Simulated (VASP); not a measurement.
Input of a VASP 6.6.1 run:

INCAR

```
SYSTEM = TiO2
PREC     = Accurate       ! precision mode
ENCUT    = 520            ! plane-wave cutoff, eV
EDIFF    = 1E-7           ! SCF threshold, eV
ISMEAR   = -1             ! smearing method
SIGMA    = 0.05           ! smearing width, eV
LREAL    = .FALSE.        ! projectors in reciprocal space
LASPH    = .TRUE.         ! aspherical terms in the spheres
NELM     = 60             ! most SCF steps
ALGO     = Normal         ! electronic algorithm
ISIF     = 2              ! what is computed and relaxed
LWAVE    = .FALSE.        ! write WAVECAR
LCHARG   = .TRUE.         ! write CHGCAR
GGA      = B5             ! functional
ALDAX    = 1.0          
AGGAX    = 1.0          
AGGAC    = 1.0          
ALDAC    = 0.0          
IVDW     = 12             ! dispersion correction
LELF     = .TRUE.         ! ELF
LVHAR    = .TRUE.       
VDW_S6   = 1.0          
VDW_S8   = 2.6996       
VDW_A1   = 0.4298       
VDW_A2   = 4.2359       
NBANDS   = 60             ! bands
```

File KPOINTS:

```
regular mesh
0
G
  8 8 8
  0 0 0
```

The input POSCAR:

```
TiO2
1.0
   -4.3916649802      4.3916649802      1.8727401733
    4.3916649802     -4.3916649802      1.8727401733
    4.3916649802      4.3916649802     -1.8727401733
Ti O
4 8
Direct
    0.2894814845      0.9876917611      0.2771732456
    0.0123082389      0.2894814845      0.3017897234
    0.9876917611      0.7105185155      0.6982102766
    0.7105185155      0.0123082389      0.7228267544
    0.4934694414      0.8472299055      0.3406993469
    0.1628765548      0.1558570946      0.3187336495
    0.1527700945      0.4934694414      0.6462395359
    0.1558570946      0.8371234452      0.9929805398
    0.8441429054      0.1628765548      0.0070194602
    0.8472299055      0.5065305586      0.3537604641
    0.8371234452      0.8441429054      0.6812663505
    0.5065305586      0.1527700945      0.6593006531
```

Potentials or basis: VASP PAW PBE potentials, release 64 (Ti_sv, O).

The run is started by

```bash
$ cat potpaw_PBE.64/Ti_sv/POTCAR potpaw_PBE.64/O/POTCAR > POTCAR
$ mpirun -np 1 vasp_std > vasp.out
```

(1) Predict the band gap on the k mesh.

(2) Predict the pressure.

Results:

(1) 2.06 eV (least direct gap 2.67 eV).

(2) 1.1 GPa.

Caveat: the PAW data sets were made with another functional, which shifts forces and pressure a little.
